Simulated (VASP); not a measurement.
Input of a VASP 6.6.1 run:

The input INCAR:

```
ALGO = Normal
EDIFF = 1E-7
ENCUT = 520
GGA = PE
ISIF = 2
ISMEAR = 0
LASPH = True
LCHARG = True
LELF = True
LREAL = False
LVHAR = True
LWAVE = False
NBANDS = 24
NELM = 80
PREC = Accurate
SIGMA = 0.1
```

The input KPOINTS:

```
k-points
0
Gamma
  3 3 3
```

Contents of POSCAR:

```
LiMg6Mo
1.0
    3.9921364132      2.3048610329      3.5430124007
   -3.9921364132      2.3048610329      3.5430124007
    0.0000000000     -4.6097220656      3.5430124008
Li Mg Mo
1 6 1
Direct
    0.5000000000      0.5000000000      0.5000000000
    0.3300070202      0.3300070202      0.9601101786
    0.9601101786      0.3300070202      0.3300070202
    0.3300070202      0.9601101786      0.3300070202
    0.0398898214      0.6699929798      0.6699929798
    0.6699929798      0.6699929798      0.0398898214
    0.6699929798      0.0398898214      0.6699929798
    0.0000000000      0.0000000000      0.0000000000
```

Potentials or basis: VASP PAW PBE potentials, release 64 (Li_sv, Mg, Mo_sv).

The run is started by

```bash
$ cat potpaw_PBE.64/Li_sv/POTCAR potpaw_PBE.64/Mg/POTCAR potpaw_PBE.64/Mo_sv/POTCAR > POTCAR
$ mpirun -np 1 vasp_std > vasp.out
```

(1) Predict the band gap on the k mesh.

(2) What does it give for the largest force?

## Answers

(1) zero (an odd number of electrons rules out a gap without spin polarisation).

(2) 0.011 eV/Å.

Caveat: the k points lie up to 0.36 Å⁻¹ apart, too coarse for converged energies and pressures of a metal.
